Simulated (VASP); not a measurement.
# Rb2YOsC6N6 (Fm-3m) in VASP: single point with PBE

Aim: the single point of Rb2YOsC6N6 with PBE.

Program: VASP 6.6.1. These are calculated values, not measurements. Logs are shortened: lines on timing, memory, paths and dates and some standing lists are left out, and cuts for length are marked.

## Step 1: The cell of the first run

Symmetry: Fm-3m, No. 225, cubic system. Conventional cell: a = 11.095 Å, b = 11.095 Å, c = 11.095 Å, α = 90.00°, β = 90.00°, γ = 90.00°. Within 5.2 Å of Rb (site symmetry -43m) lie 12 N at 3.95 Å and 12 C at 4.00 Å and 4 Y at 4.80 Å and 4 Os at 4.80 Å. Y (site symmetry m-3m) has 6 N at 2.35 Å within 3.1 Å. Os (site symmetry m-3m) has 6 C at 2.01 Å within 2.7 Å. C (site symmetry 4mm) has 1 N at 1.19 Å within 1.6 Å. Within 1.6 Å of N (site symmetry 4mm) lie 1 C at 1.19 Å.

## Step 2: Single point, PBE, collinear spin

INCAR

```
PREC = Accurate
ENCUT = 520
EDIFF = 1E-6
ISMEAR = 0
SIGMA = 0.1
LREAL = Auto
LASPH = T
NELM = 150
ALGO = Normal
ISIF = 2
LWAVE = F
LCHARG = F
ISPIN = 2
MAGMOM = 0 0 0 1 0 0 0 0 0 0 0 0 0 0 0 0
LORBIT = 11
LMAXMIX = 4
GGA = PE
NBANDS = 64
```

KPOINTS

```
regular mesh
0
Gamma
  4 4 4
```

POSCAR

```
Rb2YOsC6N6
1.0
    0.0000000000      5.5474386957      5.5474386957
    5.5474386957      0.0000000000      5.5474386957
    5.5474386957      5.5474386957      0.0000000000
Rb Y Os C N
2 1 1 6 6
Direct
    0.2500000000      0.2500000000      0.2500000000
    0.7500000000      0.7500000000      0.7500000000
    0.5000000000      0.5000000000      0.5000000000
    0.0000000000      0.0000000000      0.0000000000
    0.8185028022      0.1814971978      0.1814971978
    0.1814971978      0.8185028022      0.1814971978
    0.1814971978      0.1814971978      0.8185028022
    0.1814971978      0.8185028022      0.8185028022
    0.8185028022      0.1814971978      0.8185028022
    0.8185028022      0.8185028022      0.1814971978
    0.7115866261      0.2884133739      0.2884133739
    0.2884133739      0.7115866261      0.2884133739
    0.2884133739      0.2884133739      0.7115866261
    0.2884133739      0.7115866261      0.7115866261
    0.7115866261      0.2884133739      0.7115866261
    0.7115866261      0.7115866261      0.2884133739
```

Potentials or basis: VASP PAW PBE potentials, release 64 (Rb_sv, Y_sv, Os, C, N).

Launch:

```console
$ cat potpaw_PBE.64/Rb_sv/POTCAR potpaw_PBE.64/Y_sv/POTCAR potpaw_PBE.64/Os/POTCAR potpaw_PBE.64/C/POTCAR potpaw_PBE.64/N/POTCAR > POTCAR
$ mpirun -np 1 vasp_std > vasp.out
```

OUTCAR:

```text
PREC = Accurate
   ENCUT = 520
   EDIFF = 1E-6
   ISMEAR = 0
   LREAL = Auto
   LASPH = T
   NELM = 150
   ISIF = 2
   ISPIN = 2
   LORBIT = 11
   GGA = PE

 ion  position               nearest neighbor table
   1  0.250  0.250  0.250-   3 4.80   3 4.80   3 4.80   3 4.80   2 5.55   2 5.55   2 5.55   2 5.55
                             2 5.55   2 5.55
   2  0.750  0.750  0.750-   3 4.80   3 4.80   3 4.80   3 4.80   1 5.55   1 5.55   1 5.55   1 5.55
                             1 5.55   1 5.55
   3  0.500  0.500  0.500-  11 2.35  12 2.35  13 2.35  14 2.35  15 2.35  16 2.35   1 4.80   1 4.80
                             1 4.80   2 4.80   2 4.80   2 4.80   2 4.80   1 4.80
   4  0.000  0.000  0.000-   5 2.01   6 2.01   7 2.01   8 2.01   9 2.01  10 2.01
   5  0.819  0.181  0.181-  11 1.19   4 2.01
   6  0.181  0.819  0.181-  12 1.19   4 2.01
   7  0.181  0.181  0.819-  13 1.19   4 2.01
   8  0.181  0.819  0.819-  14 1.19   4 2.01
   9  0.819  0.181  0.819-  15 1.19   4 2.01
  10  0.819  0.819  0.181-  16 1.19   4 2.01
  11  0.712  0.288  0.288-   5 1.19   3 2.35
  12  0.288  0.712  0.288-   6 1.19   3 2.35
  13  0.288  0.288  0.712-   7 1.19   3 2.35
  14  0.288  0.712  0.712-   8 1.19   3 2.35
  15  0.712  0.288  0.712-   9 1.19   3 2.35
  16  0.712  0.712  0.288-  10 1.19   3 2.35

  LATTYP: Found a face centered cubic cell.
 ALAT       =    11.0948773914

  Lattice vectors:

 A1 = (   0.0000000000,   5.5474386957,   5.5474386957)
 A2 = (   5.5474386957,   0.0000000000,   5.5474386957)
 A3 = (   5.5474386957,   5.5474386957,   0.0000000000)

Analysis of symmetry for initial positions (statically):
=====================================================================
 Subroutine PRICEL returns:
 Original cell was already a primitive cell.

 Routine SETGRP: Setting up the symmetry group for a
 face centered cubic supercell.

 Subroutine GETGRP returns: Found 48 space group operations
 (whereof 48 operations were pure point group operations)
 out of a pool of 48 trial point group operations.

The static configuration has the point symmetry O_h .

Analysis of symmetry for dynamics (positions and initial velocities):
=====================================================================
 Subroutine PRICEL returns:
 Original cell was already a primitive cell.

 Routine SETGRP: Setting up the symmetry group for a
 face centered cubic supercell.

 Subroutine GETGRP returns: Found 48 space group operations
 (whereof 48 operations were pure point group operations)
 out of a pool of 48 trial point group operations.

The dynamic configuration has the point symmetry O_h .

Analysis of structural, dynamic, and magnetic symmetry:
=====================================================================
 Subroutine PRICEL returns:
 Original cell was already a primitive cell.

 Routine SETGRP: Setting up the symmetry group for a
 face centered cubic supercell.

 Subroutine GETGRP returns: Found 48 space group operations
 (whereof 48 operations were pure point group operations)
 out of a pool of 48 trial point group operations.

The overall configuration has the point symmetry O_h .

 Subroutine INISYM returns: Found 48 space group operations
 (whereof 48 operations are pure point group operations),
 and found     1 'primitive' translations

----------------------------------------------------------------------------------------

                                     Primitive cell

  volume of cell :     341.4346

  direct lattice vectors                    reciprocal lattice vectors
     0.000000000  5.547438696  5.547438696    -0.090131686  0.090131686  0.090131686
     5.547438696  0.000000000  5.547438696     0.090131686 -0.090131686  0.090131686
     5.547438696  5.547438696  0.000000000     0.090131686  0.090131686 -0.090131686

  length of vectors
     7.845263040  7.845263040  7.845263040     0.156112659  0.156112659  0.156112659

  position of ions in fractional coordinates (direct lattice)
[... 76 lines left out ...]
   dimension x,y,z NGXF=   120 NGYF=  120 NGZF=  120
   ions per type =               2   1   1   6   6
   NGX,Y,Z   is equivalent  to a cutoff of  12.71, 12.71, 12.71 a.u.
   NGXF,Y,Z  is equivalent  to a cutoff of  25.43, 25.43, 25.43 a.u.
 SYSTEM =  unknown system
   PREC   = accura    normal or accurate (medium, high low for compatibility)
   ISTART =      0    job   : 0-new  1-cont  2-samecut
   ICHARG =      2    charge: 1-file 2-atom 10-const
   ISPIN  =      2    spin polarized calculation?
   LNONCOLLINEAR =      F non collinear calculations
   LSORBIT =      F    spin-orbit coupling
   LASPH  =      T    aspherical Exc in radial PAW
   ENCUT  =  520.0 eV  38.22 Ry    6.18 a.u.  14.59 14.59 14.59*2*pi/ulx,y,z
   NELM   =    150;   NELMIN=  2; NELMDL= -5     # of ELM steps
   EDIFF  = 0.1E-05   stopping-criterion for ELM
   LREAL  =      T    real-space projection
   EDIFFG = 0.1E-04   stopping-criterion for IOM
   NSW    =      0    number of steps for IOM
   IBRION =     -1    ionic relax: 0-MD 1-quasi-New 2-CG
   NFREE  =      0    steps in history (QN), initial steepest desc. (CG)
   ISIF   =      2    stress and relaxation
   ISYM   =      2    0-nonsym 1-usesym 2-fastsym
   POTIM  = 0.5000    time-step for ionic-motion
   TEBEG  =    0.0;   TEEND  =   0.0 temperature during run
   PSTRESS=    0.0 pullay stress
   NELECT =      91.0000    total number of electrons
   NUPDOWN=      -1.0000    fix difference up-down
   EMIN   =  10.00;   EMAX   =-10.00  energy-range for DOS
   EFERMI =   0.00;   METHOD = LEGACY
   ISMEAR =     0;   SIGMA  =   0.10  broadening in eV -4-tet -1-fermi 0-gaus
   EFERMI_NEDOS =   21; number of points for ismear=-14 and -15
   IALGO  =     38    algorithm
   IMIX   =      4    mixing-type and parameters
     AMIX     =   0.40;   BMIX     =  1.00
     AMIX_MAG =   1.60;   BMIX_MAG =  1.00
  volume/ion in A,a.u.               =      21.34       144.01
  Fermi-wavevector in a.u.,A,eV,Ry     =   1.053544  1.990910 15.101861  1.109956
  Thomas-Fermi vector in A             =   2.188670
   LORBIT       =     11    0 simple, 1 ext, 2 COOP (PROOUT), +10 PAW based schemes
   GGA     = PE    functional components
   LHFCALC =     F    Hartree Fock is set to
   AEXX    =    0.0000 exact exchange contribution
   IVDW    =     0    specifies the selected vdW correction
   LEPSILON=     F    determine dielectric tensor
   LRPA    =     F    only Hartree local field effects (RPA)
 spin polarized calculation
 Gauss-broadening in eV      SIGMA  =   0.10
  energy-cutoff  :      520.00
  volume of cell :      341.43
 maximum number of plane-waves:      9257
 NGX is ok and might be reduce to    60
   NGX = 29   NGY = 29   NGZ = 29

 number of electron      90.9999994 magnetization       0.0016120

 Free energy of the ion-electron system (eV)
  ---------------------------------------------------
  ext. energy  EPLUGINS =         0.00000000
  ---------------------------------------------------
  free energy    TOTEN  =      -130.04544767 eV

  energy without entropy =     -130.01220464  energy(sigma->0) =     -130.02882615

 E-fermi :   3.1485     XC(G=0):  -7.5930

 val. band max:        3.1434368444   @ k =   0.0000   0.0000   0.0000
 cond. band min:       3.1979642234   @ k =   0.5000   0.2500   0.0000
 fundamental gap:      0.0545273790
 Fermi energy:         3.1484872681

 spin component 1

 k-point     1 :       0.0000    0.0000    0.0000
  band No.  band energies     occupation
      1     -40.5764      1.00000
      2     -27.0134      1.00000
      3     -27.0126      1.00000
      4     -20.7484      1.00000
      5     -20.7484      1.00000
      6     -20.7484      1.00000
[... 469 lines left out ...]
     56       5.4405      0.00000
     57       5.4405      0.00000
 Fermi energy:         3.1484872681

 spin component 2

 k-point     1 :       0.0000    0.0000    0.0000
  band No.  band energies     occupation
      1     -40.5762      1.00000
      2     -27.0134      1.00000
      3     -27.0126      1.00000
      4     -20.7481      1.00000
      5     -20.7481      1.00000
      6     -20.7481      1.00000
[... 469 lines left out ...]
     56       5.4406      0.00000
     57       5.4406      0.00000
 [bands above 57 left out]

------------------------ aborting loop because EDIFF is reached ----------------------------------------

  FORCE on cell =-STRESS in cart. coord.  units (eV):
  Direction    XX          YY          ZZ          XY          YZ          ZX
  --------------------------------------------------------------------------------------
  -------------------------------------------------------------------------------------
  Total        1.1315587      1.1315587      1.1315587      0.0000000      0.0000000      0.0000000
  in kB        5.3098244      5.3098244      5.3098244      0.0000000      0.0000000      0.0000000
  external PRESSURE =       5.3098244 kB  Pullay stress =       0.0000000 kB

 VOLUME and BASIS-vectors are now :
 -----------------------------------------------------------------------------
  energy-cutoff  :      520.00
  volume of cell :      341.43
      direct lattice vectors                 reciprocal lattice vectors
     0.000000000  5.547438696  5.547438696    -0.090131686  0.090131686  0.090131686
     5.547438696  0.000000000  5.547438696     0.090131686 -0.090131686  0.090131686
     5.547438696  5.547438696  0.000000000     0.090131686  0.090131686 -0.090131686

 POSITION                                       TOTAL-FORCE (eV/Angst)
 -----------------------------------------------------------------------------------
      2.77372      2.77372      2.77372        -0.000000     -0.000000      0.000000
      8.32116      8.32116      8.32116        -0.000000     -0.000000      0.000000
      5.54744      5.54744      5.54744        -0.000000     -0.000000      0.000000
      0.00000      0.00000      0.00000        -0.000000     -0.000000      0.000000
      2.01369      5.54744      5.54744        -0.202535     -0.000000      0.000000
      5.54744      2.01369      5.54744        -0.000000     -0.202535      0.000000
[... 8 lines left out ...]
      5.54744      7.89497      5.54744        -0.000000     -0.283651      0.000000
      5.54744      5.54744      7.89497        -0.000000     -0.000000     -0.283651
 -----------------------------------------------------------------------------------
    total drift:                               -0.000000     -0.000000      0.000000

  FREE ENERGIE OF THE ION-ELECTRON SYSTEM (eV)
  ---------------------------------------------------
  free  energy   TOTEN  =      -130.0454476666 eV

  energy  without entropy=     -130.0122046350  energy(sigma->0) =     -130.02882615

 total charge

# of ion       s       p       d       f       tot
--------------------------------------------------
    1        1.930   5.353   0.005   0.000   7.288
    2        1.930   5.353   0.005   0.000   7.288
    3        2.160   6.448   0.975   0.103   9.687
    4        0.666   1.083   6.265   0.000   8.014
    5        0.949   1.631   0.000   0.000   2.581
    6        0.949   1.631   0.000   0.000   2.581
[... 8 lines left out ...]
   15        1.299   2.590   0.000   0.000   3.889
   16        1.299   2.590   0.000   0.000   3.889
--------------------------------------------------
tot         20.177  43.566   7.249   0.103  71.095

 magnetization (x)

# of ion       s       p       d       f       tot
--------------------------------------------------
    1       -0.000   0.000   0.000   0.000   0.000
    2       -0.000   0.000   0.000   0.000   0.000
    3        0.000   0.000   0.000   0.000   0.000
    4       -0.000  -0.000  -0.000   0.000  -0.000
    5        0.000   0.000   0.000   0.000   0.000
    6        0.000   0.000   0.000   0.000   0.000
[... 8 lines left out ...]
   15       -0.000  -0.000   0.000   0.000  -0.000
   16       -0.000  -0.000   0.000   0.000  -0.000
--------------------------------------------------
tot          0.000   0.000   0.000   0.000   0.001
```

Run time: 16 min. Hardware: 1 thread of Intel Xeon Platinum 8259CL at 2.50GHz (Skylake/Cascade Lake), shared host; peak memory 0.8 GiB.

What came out:

| Property | Result |
| --- | --- |
| Free energy | -130.0454 eV |
| Pressure | 0.5 GPa |
| Largest force | 0.284 eV/Å |
| Net moment | 0.00 μB per cell |
| Valence electrons inside the program's atomic spheres | Rb 7.29; Y 9.69; Os 8.01; C 2.58; N 3.89 |

Forces on the atoms (eV/Å):
```
Rb   0.000  0.000  0.000
Rb   0.000  0.000  0.000
Y    0.000  0.000  0.000
Os   0.000  0.000  0.000
C   -0.203  0.000  0.000
C    0.000 -0.203  0.000
C    0.000  0.000 -0.203
C    0.203  0.000  0.000
C    0.000  0.203  0.000
C    0.000  0.000  0.203
N    0.284  0.000  0.000
N    0.000  0.284  0.000
N    0.000  0.000  0.284
N   -0.284  0.000  0.000
N    0.000 -0.284  0.000
N    0.000  0.000 -0.284
```

Caveat: spin-orbit coupling is left out, which moves the levels of the heavy elements.
